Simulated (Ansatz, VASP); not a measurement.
## HfO2 in VASP and in Ansatz

```
Hf O
1.0
     5.11800    0.00000    0.00000
     0.00000    5.18570    0.00000
    -0.85866    0.00000    5.00531
Hf O
4 8
Direct
  0.27670 0.04188 0.20813
  0.72330 0.54188 0.29187
  0.72330 0.95812 0.79187
  0.27670 0.45812 0.70813
  0.44655 0.75838 0.48027
  0.55345 0.25838 0.01973
  0.55345 0.24162 0.51973
  0.44655 0.74162 0.98027
  0.07264 0.33925 0.33895
  0.92736 0.83925 0.16105
  0.92736 0.66075 0.66105
  0.07264 0.16075 0.83895
```

Change from the starting cell: z stretched by -4 %.

Alike in both runs: task electric field gradients; functional PBE; k mesh 4 × 4 × 4; occupations fermi-dirac, width 0.02 eV; no spin polarisation.

```csv
,VASP,Ansatz
version,VASP 6.6.1,Ansatz 0.2.0
potentials or method,"VASP PAW PBE potentials, release 64 (Hf_pv, O)","plane-wave PAW, scalar-relativistic"
plane-wave cutoff (eV),520,420
valence electrons in the cell,88,152
```

```tsv
	VASP	Ansatz	Ansatz less VASP
gap on the k mesh at the Fermi level (eV)	4.08	4.11	+0.037
pressure (GPa)	12.4	15.9	+3.46
traceless stress, the component that is largest in VASP (GPa)	7.65	7.57	-0.084
rms of the force components (eV/Å)	0.152	0.176	+0.0241
size of Vzz on the site where it differs most (V/Å²)	145.1	163.8	+18.74
```

Atom by atom the forces differ by 0.038 eV/Å (rms over components). With one functional, cell and mesh, what is left measures potentials, basis and numerics. VASP's potentials hold 88 valence electrons a cell and Ansatz's 152, so a difference there can come from the potentials and not from the codes.

Neither program's run includes spin-orbit coupling.
